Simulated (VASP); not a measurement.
# MnF2 (P4_2/mnm) in VASP: notebook

The runs below take MnF2 through single point, with PBE+U.

All numbers are computed with VASP 6.6.1; they aren't measurements. Logs are shortened: lines on timing, memory, paths and dates and some standing lists are left out, and cuts for length are marked.

### Step 1. The cell of the first run

It takes space group P4_2/mnm (No. 136, tetragonal). The conventional cell has a = 4.984 Å, b = 4.984 Å, c = 3.365 Å, α = 90.00°, β = 90.00°, γ = 90.00°. Mn (site symmetry mmm) has 6 F at 2.15 to 2.17 Å within 2.8 Å. Within 2.8 Å of F (site symmetry m2m) lie 3 Mn at 2.15 to 2.17 Å and 1 F at 2.74 Å.

### Step 2. Single point, PBE+U, collinear spin, antiferromagnetic start

Contents of INCAR:

```
SYSTEM = MnF2
  PREC = Accurate
  ENCUT = 520
  EDIFF = 1E-7
  ISMEAR = 0
  SIGMA = 0.05
  LREAL = .False.
  LASPH = .True.
  NELM = 150
  ALGO = Normal
  ISIF = 2
  LWAVE = .False.
  LCHARG = .False.
  ISPIN = 2
  MAGMOM = 5 -5 0 0 0 0
  LORBIT = 11
  LMAXMIX = 4
  LDAU = .True.
  LDAUTYPE = 2
  LDAUL = 2 -1
  LDAUU = 3.9 0
  LDAUJ = 0 0
  LDAUPRINT = 1
  GGA = PE
  NBANDS = 40
```

Contents of KPOINTS:

```
Automatic mesh
0
Gamma
  3 3 4
  0 0 0
```

Contents of POSCAR:

```
MnF2
1.0
    4.9840532637      0.0000000000      0.0000000000
    0.0000000000      4.9840532637      0.0000000000
    0.0000000000      0.0000000000      3.3653698065
Mn F
2 4
Direct
    0.0000000000      0.0000000000      0.0000000000
    0.5000000000      0.5000000000      0.5000000000
    0.3053591859      0.3053591859      0.0000000000
    0.1946408141      0.8053591859      0.5000000000
    0.6946408141      0.6946408141      0.0000000000
    0.8053591859      0.1946408141      0.5000000000
```

Potentials or basis: VASP PAW PBE potentials, release 64 (Mn_pv, F).

Run with:

```
cat potpaw_PBE.64/Mn_pv/POTCAR potpaw_PBE.64/F/POTCAR > POTCAR
mpirun -np 1 vasp_std > vasp.out
```

OUTCAR:

```text
SYSTEM = MnF2
   PREC = Accurate
   ENCUT = 520
   EDIFF = 1E-7
   ISMEAR = 0
   LREAL = .False.
   LASPH = .True.
   NELM = 150
   ISIF = 2
   ISPIN = 2
   LORBIT = 11
   GGA = PE

 ion  position               nearest neighbor table
   1  0.000  0.000  0.000-   3 2.15   5 2.15   4 2.17   6 2.17   4 2.17   6 2.17
   2  0.500  0.500  0.500-   4 2.15   6 2.15   5 2.17   3 2.17   3 2.17   5 2.17
   3  0.305  0.305  0.000-   1 2.15   2 2.17   2 2.17
   4  0.195  0.805  0.500-   2 2.15   1 2.17   1 2.17
   5  0.695  0.695  0.000-   1 2.15   2 2.17   2 2.17
   6  0.805  0.195  0.500-   2 2.15   1 2.17   1 2.17

  LATTYP: Found a simple tetragonal cell.
 ALAT       =     4.9840532637
 C/A-ratio  =     0.6752274963

  Lattice vectors:

 A1 = (   4.9840532637,   0.0000000000,   0.0000000000)
 A2 = (   0.0000000000,   4.9840532637,   0.0000000000)
 A3 = (   0.0000000000,   0.0000000000,   3.3653698065)

Analysis of symmetry for initial positions (statically):
=====================================================================
 Subroutine PRICEL returns:
 Original cell was already a primitive cell.

 Routine SETGRP: Setting up the symmetry group for a
 simple tetragonal supercell.

 Subroutine GETGRP returns: Found 16 space group operations
 (whereof  8 operations were pure point group operations)
 out of a pool of 16 trial point group operations.

The static configuration has the point symmetry D_2h.
 The point group associated with its full space group is D_4h.

Analysis of symmetry for dynamics (positions and initial velocities):
=====================================================================
 Subroutine PRICEL returns:
 Original cell was already a primitive cell.

 Routine SETGRP: Setting up the symmetry group for a
 simple tetragonal supercell.

 Subroutine GETGRP returns: Found 16 space group operations
 (whereof  8 operations were pure point group operations)
 out of a pool of 16 trial point group operations.

The dynamic configuration has the point symmetry D_2h.
 The point group associated with its full space group is D_4h.

Analysis of structural, dynamic, and magnetic symmetry:
=====================================================================
 Subroutine PRICEL returns:
 Original cell was already a primitive cell.

 Routine SETGRP: Setting up the symmetry group for a
 simple tetragonal supercell.

 Subroutine GETGRP returns: Found 16 space group operations
 (whereof  8 operations were pure point group operations)
 out of a pool of 16 trial point group operations.

The overall configuration has the point symmetry D_2h.
 The point group associated with its full space group is D_4h.

 Subroutine INISYM returns: Found 16 space group operations
 (whereof  8 operations are pure point group operations),
 and found     1 'primitive' translations

----------------------------------------------------------------------------------------

                                     Primitive cell

  volume of cell :      83.5984

  direct lattice vectors                    reciprocal lattice vectors
     4.984053264  0.000000000  0.000000000     0.200639910  0.000000000  0.000000000
     0.000000000  4.984053264  0.000000000     0.000000000  0.200639910  0.000000000
     0.000000000  0.000000000  3.365369806     0.000000000  0.000000000  0.297144165

  length of vectors
     4.984053264  4.984053264  3.365369806     0.200639910  0.200639910  0.297144165

  position of ions in fractional coordinates (direct lattice)
     0.000000000  0.000000000  0.000000000
     0.500000000  0.500000000  0.500000000
     0.305359186  0.305359186  0.000000000
     0.194640814  0.805359186  0.500000000
[... 139 lines left out ...]
  o =  0.9455  v = -0.5983  0.0000 -0.8013  0.0000  0.0000  0.0000  0.0000  0.0000  0.0000  0.0000      0.0000  0.0000  0.0000  0.0000  0.0000  0.0000  0.0000  0.0000  0.0000  0.0000
  o =  0.9480  v =  0.0000 -0.7071  0.0000 -0.7071 -0.0000  0.0000  0.0000  0.0000  0.0000  0.0000      0.0000  0.0000  0.0000  0.0000  0.0000  0.0000  0.0000  0.0000  0.0000  0.0000
  o =  0.9482  v =  0.0000  0.0000 -0.0000  0.0000 -1.0000  0.0000  0.0000  0.0000  0.0000  0.0000      0.0000  0.0000  0.0000  0.0000  0.0000  0.0000  0.0000  0.0000  0.0000  0.0000
  o =  0.9780  v =  0.0000 -0.7071  0.0000  0.7071 -0.0000  0.0000  0.0000  0.0000  0.0000  0.0000      0.0000  0.0000  0.0000  0.0000  0.0000  0.0000  0.0000  0.0000  0.0000  0.0000
  o =  0.9796  v = -0.8013  0.0000  0.5983  0.0000 -0.0000  0.0000  0.0000  0.0000  0.0000  0.0000      0.0000  0.0000  0.0000  0.0000  0.0000  0.0000  0.0000  0.0000  0.0000  0.0000

atom =   2  type =  1  l = 2

 onsite density matrix

spin component  1

  0.0400  0.0000  0.0222  0.0000  0.0000
  0.0000  0.0334  0.0000  0.0198  0.0000
  0.0222  0.0000  0.0280  0.0000 -0.0000
  0.0000  0.0198  0.0000  0.0334  0.0000
  0.0000  0.0000 -0.0000  0.0000  0.0119

spin component  2

  0.9674  0.0000  0.0164  0.0000  0.0000
  0.0000  0.9630  0.0000  0.0150  0.0000
  0.0164  0.0000  0.9577  0.0000  0.0000
  0.0000  0.0150  0.0000  0.9630  0.0000
  0.0000  0.0000  0.0000  0.0000  0.9482

 occupancies and eigenvectors

  o =  0.0110  v = -0.6076 -0.0000  0.7942  0.0000  0.0000  0.0000  0.0000  0.0000  0.0000  0.0000      0.0000  0.0000  0.0000  0.0000  0.0000  0.0000  0.0000  0.0000  0.0000  0.0000
  o =  0.0119  v = -0.0000  0.0000  0.0000  0.0000 -1.0000  0.0000  0.0000  0.0000  0.0000  0.0000      0.0000  0.0000  0.0000  0.0000  0.0000  0.0000  0.0000  0.0000  0.0000  0.0000
  o =  0.0137  v =  0.0000  0.7071  0.0000 -0.7071  0.0000  0.0000  0.0000  0.0000  0.0000  0.0000      0.0000  0.0000  0.0000  0.0000  0.0000  0.0000  0.0000  0.0000  0.0000  0.0000
  o =  0.0532  v =  0.0000  0.7071  0.0000  0.7071  0.0000  0.0000  0.0000  0.0000  0.0000  0.0000      0.0000  0.0000  0.0000  0.0000  0.0000  0.0000  0.0000  0.0000  0.0000  0.0000
  o =  0.0570  v = -0.7942 -0.0000 -0.6076  0.0000  0.0000  0.0000  0.0000  0.0000  0.0000  0.0000      0.0000  0.0000  0.0000  0.0000  0.0000  0.0000  0.0000  0.0000  0.0000  0.0000
  o =  0.9455  v =  0.0000  0.0000  0.0000  0.0000  0.0000 -0.5983  0.0000  0.8013  0.0000  0.0000      0.0000  0.0000  0.0000  0.0000  0.0000  0.0000  0.0000  0.0000  0.0000  0.0000
  o =  0.9480  v =  0.0000  0.0000  0.0000  0.0000  0.0000  0.0000  0.7071  0.0000 -0.7071 -0.0000      0.0000  0.0000  0.0000  0.0000  0.0000  0.0000  0.0000  0.0000  0.0000  0.0000
  o =  0.9482  v =  0.0000  0.0000  0.0000  0.0000  0.0000  0.0000  0.0000 -0.0000 -0.0000  1.0000      0.0000  0.0000  0.0000  0.0000  0.0000  0.0000  0.0000  0.0000  0.0000  0.0000
  o =  0.9780  v =  0.0000  0.0000  0.0000  0.0000  0.0000  0.0000  0.7071 -0.0000  0.7071  0.0000      0.0000  0.0000  0.0000  0.0000  0.0000  0.0000  0.0000  0.0000  0.0000  0.0000
  o =  0.9796  v =  0.0000  0.0000  0.0000  0.0000  0.0000 -0.8013  0.0000 -0.5983  0.0000 -0.0000      0.0000  0.0000  0.0000  0.0000  0.0000  0.0000  0.0000  0.0000  0.0000  0.0000

 number of electron      54.0000022 magnetization       0.0000000

 Free energy of the ion-electron system (eV)
  ---------------------------------------------------
  ext. energy  EPLUGINS =         0.00000000
  ---------------------------------------------------
  free energy    TOTEN  =       -37.93597665 eV

  energy without entropy =      -37.93597665  energy(sigma->0) =      -37.93597665

 E-fermi :   1.1137     XC(G=0):  -9.4231

 val. band max:        0.7341165499   @ k =   0.3333   0.0000   0.0000
 cond. band min:       4.2898569346   @ k =   0.0000   0.0000   0.0000
 fundamental gap:      3.5557403847
 Fermi energy:         1.1137053282

 spin component 1

 k-point     1 :       0.0000    0.0000    0.0000
  band No.  band energies     occupation
      1     -47.4302      1.00000
      2     -47.3776      1.00000
      3     -47.3686      1.00000
      4     -42.3795      1.00000
      5     -42.3229      1.00000
      6     -42.3108      1.00000
[... 367 lines left out ...]
     38      11.9523      0.00000
     39      13.0042      0.00000
 Fermi energy:         1.1137053282

 spin component 2

 k-point     1 :       0.0000    0.0000    0.0000
  band No.  band energies     occupation
      1     -47.4302      1.00000
      2     -47.3776      1.00000
      3     -47.3686      1.00000
      4     -42.3795      1.00000
      5     -42.3229      1.00000
      6     -42.3108      1.00000
[... 367 lines left out ...]
     38      11.9952      0.00000
     39      13.0901      0.00000
 [bands above 39 left out]

------------------------ aborting loop because EDIFF is reached ----------------------------------------

  FORCE on cell =-STRESS in cart. coord.  units (eV):
  Direction    XX          YY          ZZ          XY          YZ          ZX
  --------------------------------------------------------------------------------------
  -------------------------------------------------------------------------------------
  Total       -0.5557485     -0.5557485     -0.7295392      0.0000000      0.0000000      0.0000000
  in kB      -10.6510095    -10.6510095    -13.9817344      0.0000000      0.0000000      0.0000000
  external PRESSURE =     -11.7612511 kB  Pullay stress =       0.0000000 kB

 VOLUME and BASIS-vectors are now :
 -----------------------------------------------------------------------------
  energy-cutoff  :      520.00
  volume of cell :       83.60
      direct lattice vectors                 reciprocal lattice vectors
     4.984053264  0.000000000  0.000000000     0.200639910  0.000000000  0.000000000
     0.000000000  4.984053264  0.000000000     0.000000000  0.200639910  0.000000000
     0.000000000  0.000000000  3.365369806     0.000000000  0.000000000  0.297144165

 POSITION                                       TOTAL-FORCE (eV/Angst)
 -----------------------------------------------------------------------------------
      0.00000      0.00000      0.00000        -0.000000      0.000000      0.000000
      2.49203      2.49203      1.68268        -0.000000      0.000000      0.000000
      1.52193      1.52193      0.00000        -0.007746     -0.007746      0.000000
      0.97010      4.01395      1.68268         0.007746     -0.007746      0.000000
      3.46213      3.46213      0.00000         0.007746      0.007746     -0.000000
      4.01395      0.97010      1.68268        -0.007746      0.007746     -0.000000
 -----------------------------------------------------------------------------------
    total drift:                               -0.000000      0.000000      0.000000

  FREE ENERGIE OF THE ION-ELECTRON SYSTEM (eV)
  ---------------------------------------------------
  free  energy   TOTEN  =       -37.9359766523 eV

  energy  without entropy=      -37.9359766523  energy(sigma->0) =      -37.93597665

 total charge

# of ion       s       p       d       tot
------------------------------------------
    1        0.152   6.128   4.929  11.209
    2        0.152   6.128   4.929  11.209
    3        1.733   4.365   0.000   6.098
    4        1.733   4.365   0.000   6.098
    5        1.733   4.365   0.000   6.098
    6        1.733   4.365   0.000   6.098
--------------------------------------------------
tot          7.237  29.715   9.858  46.809

 magnetization (x)

# of ion       s       p       d       tot
------------------------------------------
    1        0.019   0.017   4.643   4.678
    2       -0.019  -0.017  -4.643  -4.678
    3       -0.002  -0.015   0.000  -0.017
    4        0.002   0.015   0.000   0.017
    5       -0.002  -0.015   0.000  -0.017
    6        0.002   0.015   0.000   0.017
--------------------------------------------------
tot          0.000   0.000  -0.000  -0.000
```

Wall time 69 s (1 thread of Intel Xeon Platinum 8375C at 2.90GHz (Ice Lake), shared host); peak memory 0.24 GiB.

What came out:

* Free energy: -37.9360 eV
* Pressure: -1.2 GPa
* Largest force: 0.011 eV/Å
* Band gap on the k mesh: 3.56 eV (least direct gap 3.58 eV)
* Net moment: 0.00 μB per cell
* Site moments: Mn +4.68, -4.68; F -0.02, +0.02 (each value once) μB
* Valence electrons inside the program's atomic spheres: Mn 11.21; F 6.10

Forces in eV/Å, atoms in the order of the input:
```
Mn   0.000  0.000  0.000
Mn   0.000  0.000  0.000
F   -0.008 -0.008  0.000
F    0.008 -0.008  0.000
F    0.008  0.008  0.000
F   -0.008  0.008  0.000
```

Stress tensor (GPa, compression positive):
```
-1.07  0.00  0.00
 0.00 -1.07  0.00
 0.00  0.00 -1.40
```

Eigenvalues of the final occupation matrices:
| site | spin | trace | eigenvalues |
| --- | --- | --- | --- |
| site 1 d | 1 | 4.80 | 0.95 0.95 0.95 0.98 0.98 |
| site 1 d | 2 | 0.15 | 0.01 0.01 0.01 0.05 0.06 |
| site 2 d | 1 | 0.15 | 0.01 0.01 0.01 0.05 0.06 |
| site 2 d | 2 | 4.80 | 0.95 0.95 0.95 0.98 0.98 |

Caveat: the k points lie up to 0.47 Å⁻¹ apart; an odd mesh through Γ misses points on the zone boundary, where band edges can lie.

### Step 3. Single point, PBE+U, collinear spin, antiferromagnetic start

This run uses another cell than the first one, of 13.88 Å³/atom.

Contents of INCAR:

```
SYSTEM = MnF2
PREC = Accurate ; ENCUT = 520
EDIFF = 1E-6 ; ISMEAR = 0
SIGMA = 0.05 ; LREAL = .False.
LASPH = .True. ; NELM = 150
ALGO = Normal ; ISIF = 2
LWAVE = .False. ; LCHARG = .False.
ISPIN = 2 ; MAGMOM = 4.71 -4.71 0 0 0 0
LORBIT = 11 ; LMAXMIX = 4
LDAU = .True. ; LDAUTYPE = 2
LDAUL = 2 -1 ; LDAUU = 3.9 0
LDAUJ = 0 0 ; LDAUPRINT = 1
GGA = PE ; NBANDS = 40
```

Contents of KPOINTS:

```
Automatic mesh
0
Gamma
  4 4 6
  0 0 0
```

Contents of POSCAR:

```
MnF2
1.0
    4.9805153874      0.0000000016      0.0000000000
    0.0000000016      4.9805153874      0.0000000000
    0.0000000000      0.0000000000      3.3582090197
Mn F
2 4
Direct
    0.0000000000      0.0000000000      0.0000000000
    0.5000000000      0.5000000000      0.5000000000
    0.3050554732      0.3050554732      0.0000000000
    0.1949445261      0.8050554739      0.5000000000
    0.6949445268      0.6949445268      0.0000000000
    0.8050554739      0.1949445261      0.5000000000
```

Potentials or basis: VASP PAW PBE potentials, release 64 (Mn_pv, F).

Run with:

```
cat potpaw_PBE.64/Mn_pv/POTCAR potpaw_PBE.64/F/POTCAR > POTCAR
mpirun -np 1 vasp_std > vasp.out
```

It took 2.3 min on 1 thread of Intel Xeon Platinum 8375C at 2.90GHz (Ice Lake), shared host; peak memory 0.3 GiB.

Results (log left out):

| Item | Value |
| --- | --- |
| Free energy | -37.9382 eV |
| Pressure | -0.9 GPa |
| Band gap on the k mesh | 3.55 eV (least direct gap 3.58 eV) |
| Net moment | 0.00 μB per cell |
| Site moments | Mn +4.68, -4.68; F -0.02, +0.02 (each value once) μB |
| Valence electrons inside the program's atomic spheres | Mn 11.21; F 6.10 |

Forces on the atoms (eV/Å):
```
Mn   0.000  0.000  0.000
Mn   0.000  0.000  0.000
F   -0.002 -0.002  0.000
F    0.002 -0.002  0.000
F    0.002  0.002  0.000
F   -0.002  0.002  0.000
```

Stress tensor (GPa, compression positive):
```
-0.81  0.00  0.00
 0.00 -0.81  0.00
 0.00  0.00 -1.01
```

Levels at points of the mesh, in eV from the valence-band top:
Spin up:
```tsv
k point	band 24	band 25	band 26	band 27	band 28	band 29	band 30	band 31
(0.00, 0.00, 0.00)	-1.67	-1.39	-0.47	-0.03	3.55	5.57	6.11	6.18
(0.50, 0.00, 0.00)	-1.62	-1.32	-0.18	0.00	5.52	5.52	6.10	6.11
(0.50, 0.50, 0.00)	-1.66	-1.15	-0.74	-0.04	5.47	5.78	6.13	6.17
(0.00, 0.00, 0.50)	-1.50	-1.12	-0.68	-0.47	5.88	5.88	5.99	6.59
(0.50, 0.00, 0.50)	-1.62	-1.28	-0.78	-0.12	5.87	5.88	6.17	6.50
(0.50, 0.50, 0.50)	-1.58	-1.32	-0.70	-0.23	5.89	5.91	6.18	6.47
```
Spin down:
```tsv
k point	band 24	band 25	band 26	band 27	band 28	band 29	band 30	band 31
(0.00, 0.00, 0.00)	-1.67	-1.39	-0.47	-0.03	3.55	5.57	6.11	6.18
(0.50, 0.00, 0.00)	-1.62	-1.32	-0.18	0.00	5.52	5.52	6.10	6.11
(0.50, 0.50, 0.00)	-1.66	-1.15	-0.74	-0.04	5.47	5.78	6.13	6.17
(0.00, 0.00, 0.50)	-1.50	-1.12	-0.68	-0.47	5.88	5.88	5.99	6.59
(0.50, 0.00, 0.50)	-1.62	-1.28	-0.78	-0.12	5.87	5.88	6.17	6.50
(0.50, 0.50, 0.50)	-1.58	-1.32	-0.70	-0.23	5.89	5.91	6.18	6.47
```

Eigenvalues of the final occupation matrices:
| site | spin | trace | eigenvalues |
| --- | --- | --- | --- |
| site 1 d | 1 | 4.80 | 0.95 0.95 0.95 0.98 0.98 |
| site 1 d | 2 | 0.15 | 0.01 0.01 0.01 0.05 0.06 |
| site 2 d | 1 | 0.15 | 0.01 0.01 0.01 0.05 0.06 |
| site 2 d | 2 | 4.80 | 0.95 0.95 0.95 0.98 0.98 | The state reached can hang on the start; a lower one may exist.
